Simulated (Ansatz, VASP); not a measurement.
## TaN: VASP beside Ansatz

INCAR

```
  ALGO = Normal
  EDIFF = 1E-8
  ENCUT = 520
  GGA = PE
  ISIF = 2
  ISMEAR = -1
  LASPH = True
  LCHARG = False
  LEFG = True
  LREAL = False
  LWAVE = False
  NBANDS = 33
  NELM = 100
  PREC = Accurate
  SIGMA = 0.01
```

File KPOINTS:

```
k-points
0
Gamma
  6 6 9
```

File POSCAR:

```
TaN
1.0
    5.1960008669      0.0000000000      0.0000000000
   -2.5980004334      4.4998687488      0.0000000000
    0.0000000000      0.0000000000      2.9110000000
Ta N
3 3
Direct
    0.3333333333      0.6666666667      0.5000000000
    0.6666666667      0.3333333333      0.5000000000
    0.0000000000      0.0000000000      0.0000000000
    0.3928500000      0.0000000000      0.0000000000
    0.6071500000      0.6071500000      0.0000000000
    0.0000000000      0.3928500000      0.0000000000
```

Input for Ansatz:

```yaml
crystal:
  lattice:
    - [5.1960008669, 0.0, 0.0]
    - [-2.5980004334, 4.4998687488, 0.0]
    - [0.0, 0.0, 2.911]
  atoms:
    - { symbol: Ta, position: [0.3333333333, 0.6666666667, 0.5] }
    - { symbol: Ta, position: [0.6666666667, 0.3333333333, 0.5] }
    - { symbol: Ta, position: [0.0, 0.0, 0.0] }
    - { symbol: "N", position: [0.39285, 0.0, 0.0] }
    - { symbol: "N", position: [0.60715, 0.60715, 0.0] }
    - { symbol: "N", position: [0.0, 0.39285, 0.0] }
kpoints:
  mp_grid: { grid: [6, 6, 9] }
  band_path:
    path:
      - [0.0, 0.0, 0.0]
      - [0.5, 0.0, 0.0]
      - [0.3333333333, 0.3333333333, 0.0]
      - [0.0, 0.0, 0.0]
      - [0.0, 0.0, 0.5]
      - [0.5, 0.0, 0.5]
      - [0.3333333333, 0.3333333333, 0.5]
      - [0.0, 0.0, 0.5]
      - [0.5, 0.0, 0.5]
    npoints: 14
scf:
  occupations: { method: fermi_dirac, width: 0.01 }
hamiltonian:
  xc: pbe
  pseudopotentials: { kind: paw }
output:
  forces: true
  stress: true
  eigenvalues: true
  efg: { contact_densities: true }
  populations: true
  bader: true
  dos: { projected: true, de: 0.2, e_range: [-14, 8] }
  write_density: true
  write_potential: true
  elf: true
  volumetric_format: npy
```

Alike in both runs: task electric field gradients; functional PBE; k mesh 6 × 6 × 9; occupations fermi-dirac, width 0.01 eV; no spin polarisation.

```csv
,VASP,Ansatz
version,VASP 6.6.1,Ansatz 0.2.0
potentials or method,"VASP PAW PBE potentials, release 64 (Ta_pv, N)","PAW with Ansatz's default frozen-core files, scalar-relativistic"
plane-wave cutoff (eV),520,420
valence electrons in the cell,48,54
```

|  | VASP | Ansatz | Ansatz less VASP |
| --- | --- | --- | --- |
| pressure (GPa) | 5.7 | 4.9 | -0.75 |
| traceless stress, the component that is largest in VASP (GPa) | -0.24 | -0.10 | +0.143 |
| rms of the force components (eV/Å) | 0.024 | 0.021 | -0.0024 |
| size of Vzz on the site where it differs most (V/Å²) | 174.4 | 134.2 | -40.17 |

Atom by atom the forces differ by 0.002 eV/Å (rms over components). VASP's potentials hold 48 valence electrons a cell and Ansatz's 54, so a difference there can come from the potentials and not from the codes.

Spin-orbit coupling is off throughout.
